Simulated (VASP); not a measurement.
Here is a VASP 6.6.1 calculation.

The input INCAR:

```
SYSTEM = RbBr
PREC = Accurate
ENCUT = 520
EDIFF = 1E-8
ISMEAR = 0
SIGMA = 0.01
LREAL = .False.
LASPH = .True.
NELM = 60
ALGO = Normal
ISIF = 2
LWAVE = .False.
LCHARG = .True.
GGA = PS
NBANDS = 15
IBRION = 8
NSW = 1
```

KPOINTS

```
Automatic mesh
0
Gamma
  4 4 4
  0 0 0
```

POSCAR

```
RbBr
1.0
    0.0000000000      3.4270000000      3.4270000000
    3.4270000000      0.0000000000      3.4270000000
    3.4270000000      3.4270000000      0.0000000000
Rb Br
1 1
Direct
    0.0000000000      0.0000000000      0.0000000000
    0.5000000000      0.5000000000      0.5000000000
```

Potentials or basis: VASP PAW PBE potentials, release 64 (Rb_sv, Br).

Command:

```sh
$ cat potpaw_PBE.64/Rb_sv/POTCAR potpaw_PBE.64/Br/POTCAR > POTCAR
$ mpirun -np 1 vasp_std > vasp.out
```

Q: Estimate the highest phonon frequency at Γ, LO-TO splitting left out.

A: 85 cm⁻¹.

Phonon frequencies in cm⁻¹ (negative: imaginary):
```
              q point     frequencies
(0.000, 0.000, 0.000)  0 0 0 85 85 85
```

Caveat: the k points lie up to 0.40 Å⁻¹ apart.
